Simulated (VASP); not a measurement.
Here is a VASP 6.6.1 calculation.

INCAR

```
ALGO     = Normal         # electronic algorithm
EDIFF    = 1E-7           # SCF threshold, eV
ENCUT    = 520            # plane-wave cutoff, eV
GGA      = PS             # functional
ISIF     = 2              # what is computed and relaxed
ISMEAR   = -1             # smearing method
LASPH    = T              # aspherical terms in the spheres
LCHARG   = F              # write CHGCAR
LREAL    = F              # projectors in reciprocal space
LWAVE    = F              # write WAVECAR
NBANDS   = 11             # bands
NELM     = 100            # most SCF steps
PREC     = Accurate       # precision mode
SIGMA    = 0.05           # smearing width, eV
```

Contents of KPOINTS:

```
k-points
0
Gamma
  8 8 8
```

Contents of POSCAR:

```
AlN
1.0
    0.0000000000      2.1839935596      2.1839935596
    2.1839935596      0.0000000000      2.1839935596
    2.1839935596      2.1839935596      0.0000000000
Al N
1 1
Direct
    0.0000000000      0.0000000000      0.0000000000
    0.2500000000      0.2500000000      0.2500000000
```

Potentials or basis: VASP PAW PBE potentials, release 64 (Al, N).

Run with:

```sh
$ cat potpaw_PBE.64/Al/POTCAR potpaw_PBE.64/N/POTCAR > POTCAR
$ mpirun -np 1 vasp_std > vasp.out
```

(1) Predict the pressure.

(2) Estimate the band gap on the k mesh.

Results:

(1) 1.3 GPa.

(2) 3.19 eV (least direct gap 4.13 eV).

Caveat: the PAW data sets were made with another functional, which shifts forces and pressure a little.
